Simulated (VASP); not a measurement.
# Ce2VO4 (I4/mmm) in VASP: further runs, part 2 of 2

VASP 6.6.1. Earlier steps stand in the parts before.

**3. Single point, r2SCAN**

Contents of POSCAR:

```
Ce2VO4
1.0
    0.0000000000      3.8437309900      0.0000000000
    3.8437309900      0.0000000000      0.0000000000
    1.9218649900      1.9218649900     -6.1346546900
Ce O V
2 4 1
Direct
    0.3560000000      0.3560000000      0.2880000000
    0.6440000000      0.6440000000      0.7120000000
    0.5000000000      0.0000000000      0.0000000000
    0.0000000000      0.5000000000      0.0000000000
    0.1660000000      0.1660000000      0.6680000000
    0.8340000000      0.8340000000      0.3320000000
    0.0000000000      0.0000000000      0.0000000000
```

Contents of INCAR.step1:

```
SYSTEM = Ce2VO4
PREC = Accurate
ENCUT = 800
ISMEAR = -4
SIGMA = 0.1
LREAL = .False.
LASPH = .True.
NELM = 200
NBANDS = 40
GGA = PE
ALGO = Normal
EDIFF = 1E-5
LWAVE = .True.
LCHARG = .False.
GGA_COMPAT = .False.
LMAXMIX = 6
```

Contents of INCAR.step2:

```
SYSTEM = Ce2VO4
PREC = Accurate
ENCUT = 800
EDIFF = 1E-6
ISMEAR = -4
SIGMA = 0.1
LREAL = .False.
LASPH = .True.
NELM = 200
ALGO = Normal
ISIF = 2
LWAVE = .False.
LCHARG = .False.
METAGGA = R2SCAN
LMIXTAU = .True.
NBANDS = 40
ISTART = 1
GGA_COMPAT = .False.
LMAXMIX = 6
```

Contents of KPOINTS:

```
Automatic mesh
0
Gamma
  5 5 5
  0 0 0
```

Potentials or basis: VASP PAW PBE potentials, release 64 (Ce, O, V_sv).

Started as:

```bash
cat potpaw_PBE.64/Ce/POTCAR potpaw_PBE.64/O/POTCAR potpaw_PBE.64/V_sv/POTCAR > POTCAR
cp INCAR.step1 INCAR
mpirun -np 1 vasp_std > vasp.out
cp INCAR.step2 INCAR
mpirun -np 1 vasp_std > vasp.out
```

OUTCAR:

```text
SYSTEM = Ce2VO4
   PREC = Accurate
   ENCUT = 800
   EDIFF = 1E-6
   ISMEAR = -4
   LREAL = .False.
   LASPH = .True.
   NELM = 200
   ISIF = 2
   METAGGA = R2SCAN
   ISTART = 1

 ion  position               nearest neighbor table
   1  0.356  0.356  0.288-   5 2.33
   2  0.644  0.644  0.712-   6 2.33
   3  0.500  0.000  0.000-   7 1.92   7 1.92
   4  0.000  0.500  0.000-   7 1.92   7 1.92
   5  0.166  0.166  0.668-   7 2.04   1 2.33
[... 978 lines left out ...]
  -------------------------------------------------------------------------------------
  Total       -2.2172695     -2.2172695     -1.2490363     -0.0000000     -0.0000001     -0.0000001
  in kB      -39.1952082    -39.1952082    -22.0795152     -0.0000000     -0.0000018     -0.0000018
  external PRESSURE =     -33.4899772 kB  Pullay stress =       0.0000000 kB

 VOLUME and BASIS-vectors are now :
 -----------------------------------------------------------------------------
  energy-cutoff  :      800.00
  volume of cell :       90.64
      direct lattice vectors                 reciprocal lattice vectors
     0.000000000  3.843730990  0.000000000     0.000000000  0.260163888  0.081504159
     3.843730990  0.000000000  0.000000000     0.260163888  0.000000000  0.081504159
     1.921864990  1.921864990 -6.134654690     0.000000000  0.000000000 -0.163008360

 POSITION                                       TOTAL-FORCE (eV/Angst)
 -----------------------------------------------------------------------------------
      1.92187      1.92187     -1.76678         0.000000      0.000000      0.101614
      3.84373      3.84373     -4.36787        -0.000000     -0.000000     -0.101614
      0.00000      1.92187      0.00000        -0.000000      0.000000      0.000000
      1.92187      0.00000      0.00000        -0.000000     -0.000000      0.000000
      1.92187      1.92187     -4.09795         0.000000      0.000000      0.759478
      3.84373      3.84373     -2.03671        -0.000000     -0.000000     -0.759478
      0.00000      0.00000      0.00000         0.000000      0.000000      0.000000
 -----------------------------------------------------------------------------------
    total drift:                                0.000000      0.000000      0.000000

  FREE ENERGIE OF THE ION-ELECTRON SYSTEM (eV)
  ---------------------------------------------------
  free  energy   TOTEN  =      -120.9419204597 eV

  energy  without entropy=     -120.9419204597  energy(sigma->0) =     -120.94192046
```

Run time: 13 min. Hardware: 1 thread of Intel Xeon 8259CL, shared host; peak memory 0.4 GiB.

What came out:

- Free energy: -120.9419 eV
- Pressure: -3.3 GPa
- Largest force: 0.759 eV/Å
- Band gap on the k mesh: zero (an odd number of electrons rules out a gap without spin polarisation)

Forces in eV/Å, atoms in the order of the input:
```
Ce   0.000  0.000  0.102
Ce   0.000  0.000 -0.102
O    0.000  0.000  0.000
O    0.000  0.000  0.000
O    0.000  0.000  0.759
O    0.000  0.000 -0.759
V    0.000  0.000  0.000
```

Stress tensor (GPa, compression positive):
```
-3.92  0.00  0.00
 0.00 -3.92  0.00
 0.00  0.00 -2.21
```

Levels at points of the mesh, in eV from the Fermi level:
```csv
k point,band 26,band 27,band 28,band 29,band 30,band 31,band 32,band 33,band 34,band 35
"(0.00, 0.00, 0.00)",-4.50,-4.50,-4.42,-1.34,-0.83,-0.83,-0.77,-0.13,0.42,0.52
```

Caveat: the cell stands under tension; the PAW data sets were made with another functional, which shifts forces and pressure a little; spin-orbit coupling is left out, which moves the levels of the heavy elements; an odd number of electrons without spin polarisation forces a metal; a magnetic or distorted state may lie lower; the run has no spin polarisation, though such a crystal can be magnetic; semilocal functionals describe open f shells poorly, which spoils levels, moments and volumes; tetrahedron occupations give inexact forces and stress in metals. With open d or f shells a metallic result of r2SCAN can be an artefact of self-interaction; +U or a hybrid may open a gap.

**4. Single point, r2SCAN+D3(BJ)**

POSCAR is that of step 3.

Contents of INCAR.step1:

```
ALGO = Normal
EDIFF = 1E-5
ENCUT = 800
GGA = PE
GGA_COMPAT = F
ISMEAR = -1
LASPH = T
LCHARG = F
LMAXMIX = 6
LREAL = F
LWAVE = T
NBANDS = 40
NELM = 200
PREC = Accurate
SIGMA = 0.1
```

Contents of INCAR.step2:

```
ALGO = Normal
EDIFF = 1E-6
ENCUT = 800
GGA_COMPAT = F
ISIF = 2
ISMEAR = -1
ISTART = 1
IVDW = 12
LASPH = T
LCHARG = F
LMAXMIX = 6
LMIXTAU = T
LREAL = F
LWAVE = F
METAGGA = R2SCAN
NBANDS = 40
NELM = 200
PREC = Accurate
SIGMA = 0.1
VDW_A1 = 0.49484001
VDW_A2 = 5.73083694
VDW_S6 = 1.0
VDW_S8 = 0.78981345
```

Contents of KPOINTS:

```
k-points
0
Gamma
  5 5 5
```

Potentials or basis: VASP PAW PBE potentials, release 64 (Ce, O, V_sv).

Started as:

```bash
cat potpaw_PBE.64/Ce/POTCAR potpaw_PBE.64/O/POTCAR potpaw_PBE.64/V_sv/POTCAR > POTCAR
cp INCAR.step1 INCAR
mpirun -np 1 vasp_std > vasp.out
cp INCAR.step2 INCAR
mpirun -np 1 vasp_std > vasp.out
```

OUTCAR:

```text
EDIFF = 1E-6
   ENCUT = 800
   ISIF = 2
   ISMEAR = -1
   ISTART = 1
   IVDW = 12
   LASPH = T
   LREAL = F
   METAGGA = R2SCAN
   NELM = 200
   PREC = Accurate
 IVDW          = 12

 ion  position               nearest neighbor table
   1  0.356  0.356  0.288-   5 2.33
   2  0.644  0.644  0.712-   6 2.33
   3  0.500  0.000  0.000-   7 1.92   7 1.92
   4  0.000  0.500  0.000-   7 1.92   7 1.92
   5  0.166  0.166  0.668-   7 2.04   1 2.33
   6  0.834  0.834  0.332-   7 2.04   2 2.33
   7  0.000  0.000  0.000-   3 1.92   4 1.92   4 1.92   3 1.92   5 2.04   6 2.04

  LATTYP: Found a body centered tetragonal cell.
 ALAT       =     3.8437309900
 C/A-ratio  =     3.1920312353

  Lattice vectors:

 A1 = (  -1.9218649900,   1.9218660000,   6.1346546900)
 A2 = (   1.9218660000,  -1.9218649900,   6.1346546900)
 A3 = (   1.9218649900,   1.9218649900,  -6.1346546900)

Analysis of symmetry for initial positions (statically):
=====================================================================
 Subroutine PRICEL returns:
 Original cell was already a primitive cell.

 Routine SETGRP: Setting up the symmetry group for a
 body centered tetragonal supercell.

 Subroutine GETGRP returns: Found 16 space group operations
 (whereof 16 operations were pure point group operations)
 out of a pool of 16 trial point group operations.

The static configuration has the point symmetry D_4h.

Analysis of symmetry for dynamics (positions and initial velocities):
=====================================================================
 Subroutine PRICEL returns:
 Original cell was already a primitive cell.

 Routine SETGRP: Setting up the symmetry group for a
 body centered tetragonal supercell.

 Subroutine GETGRP returns: Found 16 space group operations
 (whereof 16 operations were pure point group operations)
 out of a pool of 16 trial point group operations.

The dynamic configuration has the point symmetry D_4h.

 Subroutine INISYM returns: Found 16 space group operations
 (whereof 16 operations are pure point group operations),
 and found     1 'primitive' translations

----------------------------------------------------------------------------------------

                                     Primitive cell

  volume of cell :      90.6350

  direct lattice vectors                    reciprocal lattice vectors
     0.000000000  3.843730990  0.000000000     0.000000000  0.260163888  0.081504159
     3.843730990  0.000000000  0.000000000     0.260163888  0.000000000  0.081504159
     1.921864990  1.921864990 -6.134654690     0.000000000  0.000000000 -0.163008360

  length of vectors
     3.843730990  3.843730990  6.709777809     0.272631944  0.272631944  0.163008360

  position of ions in fractional coordinates (direct lattice)
     0.356000000  0.356000000  0.288000000
     0.644000000  0.644000000  0.712000000
     0.500000000  0.000000000  0.000000000
     0.000000000  0.500000000  0.000000000
     0.166000000  0.166000000  0.668000000
     0.834000000  0.834000000  0.332000000
     0.000000000  0.000000000  0.000000000

[... 32 lines left out ...]
 ===========================================

 Found     18 irreducible k-points:

 Following reciprocal coordinates:
            Coordinates               Weight
  0.000000  0.000000  0.000000      1.000000
  0.200000  0.000000 -0.000000      8.000000
  0.400000  0.000000 -0.000000      8.000000
  0.200000  0.200000 -0.000000      8.000000
  0.400000  0.200000  0.000000     16.000000
 -0.400000  0.200000  0.000000     16.000000
[... 10 lines left out ...]
  0.000000  0.000000  0.400000      2.000000
 -0.200000  0.000000  0.400000      4.000000
   k-points           NKPTS =     18   k-points in BZ     NKDIM =     18   number of bands    NBANDS=     40
   number of dos      NEDOS =    301   number of ions     NIONS =      7
   total plane-waves  NPLWV =  82944
   dimension x,y,z NGX =    36 NGY =   36 NGZ =   64
   dimension x,y,z NGXF=    72 NGYF=   72 NGZF=  128
   ions per type =               2   4   1
   NGX,Y,Z   is equivalent  to a cutoff of  15.57, 15.57, 15.86 a.u.
   NGXF,Y,Z  is equivalent  to a cutoff of  31.14, 31.14, 31.71 a.u.
 SYSTEM =  unknown system
   PREC   = accura    normal or accurate (medium, high low for compatibility)
   ISTART =      1    job   : 0-new  1-cont  2-samecut
   ICHARG =      0    charge: 1-file 2-atom 10-const
   ISPIN  =      1    spin polarized calculation?
   LNONCOLLINEAR =      F non collinear calculations
   LSORBIT =      F    spin-orbit coupling
   LASPH  =      T    aspherical Exc in radial PAW
   ENCUT  =  800.0 eV  58.80 Ry    7.67 a.u.   8.86  8.86 15.47*2*pi/ulx,y,z
   NELM   =    200;   NELMIN=  2; NELMDL=  0     # of ELM steps
   EDIFF  = 0.1E-05   stopping-criterion for ELM
   LREAL  =      F    real-space projection
   EDIFFG = 0.1E-04   stopping-criterion for IOM
   NSW    =      0    number of steps for IOM
   IBRION =     -1    ionic relax: 0-MD 1-quasi-New 2-CG
   NFREE  =      0    steps in history (QN), initial steepest desc. (CG)
   ISIF   =      2    stress and relaxation
   ISYM   =      2    0-nonsym 1-usesym 2-fastsym
   POTIM  = 0.5000    time-step for ionic-motion
   TEBEG  =    0.0;   TEEND  =   0.0 temperature during run
   PSTRESS=    0.0 pullay stress
   NELECT =      61.0000    total number of electrons
   NUPDOWN=      -1.0000    fix difference up-down
   EMIN   =  10.00;   EMAX   =-10.00  energy-range for DOS
   EFERMI =   0.00;   METHOD = LEGACY
   ISMEAR =    -1;   SIGMA  =   0.10  broadening in eV -4-tet -1-fermi 0-gaus
   EFERMI_NEDOS =   21; number of points for ismear=-14 and -15
   IALGO  =     38    algorithm
   IMIX   =      4    mixing-type and parameters
     AMIX     =   0.40;   BMIX     =  1.00
     AMIX_MAG =   1.60;   BMIX_MAG =  1.00
  volume/ion in A,a.u.               =      12.95        87.38
  Fermi-wavevector in a.u.,A,eV,Ry     =   1.434672  2.711138 28.004666  2.058285
  Thomas-Fermi vector in A             =   2.554055
   LORBIT       =      0    0 simple, 1 ext, 2 COOP (PROOUT), +10 PAW based schemes
   METAGGA = R2SCAN    functional components
   LHFCALC =     F    Hartree Fock is set to
   AEXX    =    0.0000 exact exchange contribution
   IVDW    =    12    specifies the selected vdW correction
   LEPSILON=     F    determine dielectric tensor
   LRPA    =     F    only Hartree local field effects (RPA)
 non-spin polarized calculation
  energy-cutoff  :      800.00
  volume of cell :       90.64
 maximum number of plane-waves:      4685
   NGX = 17   NGY = 17   NGZ = 31

 number of electron      61.0000004 magnetization

 Free energy of the ion-electron system (eV)
  ---------------------------------------------------
  ext. energy  EPLUGINS =         0.00000000
  ---------------------------------------------------
  free energy    TOTEN  =      -121.22478033 eV

  energy without entropy =     -120.84148681  energy(sigma->0) =     -121.03313357

 E-fermi :  10.0208     XC(G=0): -12.4838

 val. band max:       10.0133882280   @ k =   0.2000   0.0000  -0.0000
 cond. band min:      10.0219073887   @ k =  -0.4000   0.4000   0.0000
 fundamental gap:      0.0085191607
 Fermi energy:        10.0208028219

 k-point     1 :       0.0000    0.0000    0.0000
  band No.  band energies     occupation
      1     -57.7847      2.00000
      2     -30.6727      2.00000
      3     -30.6727      2.00000
      4     -30.4613      2.00000
      5     -26.6138      2.00000
      6     -26.4052      2.00000
[... 763 lines left out ...]
     39      10.6636      0.00323
     40      10.6775      0.00281

------------------------ aborting loop because EDIFF is reached ----------------------------------------

 Edisp (eV)   -1.01081

 E8    (eV) :    -0.3791

  FORCE on cell =-STRESS in cart. coord.  units (eV):
  Direction    XX          YY          ZZ          XY          YZ          ZX
  --------------------------------------------------------------------------------------
  -------------------------------------------------------------------------------------
  Total      -3.09974    -3.09974    -1.93196    -0.00000    -0.00000    -0.00000
  in kB     -54.79480   -54.79480   -34.15173    -0.00000    -0.00000    -0.00000
  external pressure =      -47.91 kB  Pullay stress =        0.00 kB

 VOLUME and BASIS-vectors are now :
 -----------------------------------------------------------------------------
  energy-cutoff  :      800.00
  volume of cell :       90.64
      direct lattice vectors                 reciprocal lattice vectors
     0.000000000  3.843730990  0.000000000     0.000000000  0.260163888  0.081504159
     3.843730990  0.000000000  0.000000000     0.260163888  0.000000000  0.081504159
     1.921864990  1.921864990 -6.134654690     0.000000000  0.000000000 -0.163008360

 POSITION                                       TOTAL-FORCE (eV/Angst)
 -----------------------------------------------------------------------------------
      1.92187      1.92187     -1.76678         0.000000      0.000000      0.153209
      3.84373      3.84373     -4.36787        -0.000000     -0.000000     -0.153209
      0.00000      1.92187      0.00000         0.000000      0.000000      0.000000
      1.92187      0.00000      0.00000         0.000000      0.000000      0.000000
      1.92187      1.92187     -4.09795         0.000000      0.000000      0.833165
      3.84373      3.84373     -2.03671        -0.000000     -0.000000     -0.833165
      0.00000      0.00000      0.00000        -0.000000     -0.000000      0.000000
 -----------------------------------------------------------------------------------
    total drift:                                0.000000      0.000000      0.000000

  FREE ENERGIE OF THE ION-ELECTRON SYSTEM (eV)
  ---------------------------------------------------
  free  energy   TOTEN  =      -122.2355865124 eV

  energy  without entropy=     -121.8522929968  energy(sigma->0) =     -122.04393975
```

It took 11 min on 1 thread of Intel Xeon 8259CL, shared host; peak memory 0.4 GiB.

Results:

```yaml
Free_energy: -122.2356 eV
Pressure: -4.8 GPa
Largest_force: 0.833 eV/Å
Band_gap_on_the_k_mesh: zero (an odd number of electrons rules out a gap without spin polarisation)
Dispersion_energy_per_atom: -0.144 eV
```

Forces on the atoms (eV/Å):
```
Ce   0.000  0.000  0.153
Ce   0.000  0.000 -0.153
O    0.000  0.000  0.000
O    0.000  0.000  0.000
O    0.000  0.000  0.833
O    0.000  0.000 -0.833
V    0.000  0.000  0.000
```

Levels at points of the mesh, in eV from the Fermi level:
```tsv
k point	band 28	band 29	band 30	band 31	band 32	band 33
(0.00, 0.00, 0.00)	-4.43	-1.33	-0.83	-0.83	-0.76	-0.10
```

Caveat: the cell stands under tension; the PAW data sets were made with another functional, which shifts forces and pressure a little; spin-orbit coupling is left out, which moves the levels of the heavy elements; an odd number of electrons without spin polarisation forces a metal; a magnetic or distorted state may lie lower; the run has no spin polarisation, though such a crystal can be magnetic; semilocal functionals describe open f shells poorly, which spoils levels, moments and volumes.

**5. Overview**

| level | smearing | gap on the mesh (eV) | pressure (GPa) | largest force (eV/Å) |
| --- | --- | --- | --- | --- |
| r2SCAN | fermi-dirac 0.1 eV | none | -3.0 | 0.83 |
| r2SCAN | tetrahedron | none | -3.3 | 0.76 |
| r2SCAN+D3(BJ) | fermi-dirac 0.1 eV | none | -4.8 | 0.83 |

Alike in all rows: task single point; potentials or basis VASP PAW PBE potentials, release 64 (Ce, O, V_sv); no spin polarisation; cell as given; k mesh 5 × 5 × 5; cutoff (eV) 800.

The pressure there spans -4.8 GPa (r2SCAN+D3(BJ)) to -3.0 GPa (r2SCAN); a positive pressure means that this level wants a larger cell, a negative one a smaller.

Caveats: the PAW data sets were made with another functional, which shifts forces and pressure a little; spin-orbit coupling is left out, which moves the levels of the heavy elements; an odd number of electrons without spin polarisation forces a metal; a magnetic or distorted state may lie lower; the run has no spin polarisation, though such a crystal can be magnetic; semilocal functionals describe open f shells poorly, which spoils levels, moments and volumes; the cell stands under tension (at least some runs).

Total energies depend on the potentials used, so only differences within one code and one set of settings carry meaning.
